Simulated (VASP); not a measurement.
## Ga: single point with RPBE

The system is Ga.

```
CELL_PARAMETERS angstrom
0.00000 2.14305 2.14305
2.14305 0.00000 2.14305
2.14305 2.14305 0.00000
ATOMIC_POSITIONS crystal
Ga 0.00000 0.00000 0.00000
```

```yaml
Program: VASP 6.6.1
Task: single point
Functional: RPBE
Potentials_or_basis: VASP PAW PBE potentials, release 64 (Ga_d)
Cutoff: 520 eV
k_mesh: 21 × 21 × 21
Occupations: fermi-dirac, width 0.1 eV
Spin: no spin polarisation
```

| Property | Result |
| --- | --- |
| Pressure | 0.0 GPa |

Levels at points of the mesh, in eV from the Fermi level:
```tsv
k point	band 2	band 3	band 4	band 5	band 6	band 7	band 8	band 9	band 10	band 11
(0.00, 0.00, 0.00)	-14.93	-14.93	-14.83	-14.83	-10.75	11.78	11.78	11.78	15.51	15.63
```

Run time: 33 s on 1 thread of Intel Xeon 6975P-C (shared host), peak memory 0.19 GiB.

Caveat: the PAW data sets were made with another functional, which shifts forces and pressure a little.
